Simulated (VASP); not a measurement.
Input of a VASP 6.6.1 run:

Contents of INCAR:

```
PREC = Accurate
ENCUT = 500
EDIFF = 1E-6
ISMEAR = 0
SIGMA = 0.1
LREAL = False
LASPH = True
NELM = 200
ALGO = Normal
ISIF = 2
LWAVE = False
LCHARG = False
GGA = PE
NBANDS = 18
GGA_COMPAT = False
LMAXMIX = 6
```

The input KPOINTS:

```
Automatic mesh
0
Gamma
  6 6 4
```

POSCAR

```
HoTeI
1.0
    5.1226925100      0.0000000000      0.0000000000
   -2.5613462500      4.4363818500      0.0000000000
    0.0000000000      0.0000000000      5.6472757500
Ho Te I
1 1 1
Direct
    0.3333333300      0.6666666700      0.5000000000
    0.6666666700      0.3333333300      0.0000000000
    0.0000000000      0.0000000000      0.5000000000
```

Potentials or basis: VASP PAW PBE potentials, release 64 (Ho_3, Te, I), 4f in core.

Launch:

```console
$ cat potpaw_PBE.64/Ho_3/POTCAR potpaw_PBE.64/Te/POTCAR potpaw_PBE.64/I/POTCAR > POTCAR
$ mpirun -np 1 vasp_std > vasp.out
```

(1) Predict the pressure.

(2) Predict the band gap on the k mesh.

Answers

(1) -3.9 GPa.

(2) 0.24 eV (least direct gap 0.80 eV).

Caveat: the cell stands under tension; spin-orbit coupling is left out, which moves the levels of the heavy elements; the 4f electrons are frozen in the core, so they carry no moment and show no levels.
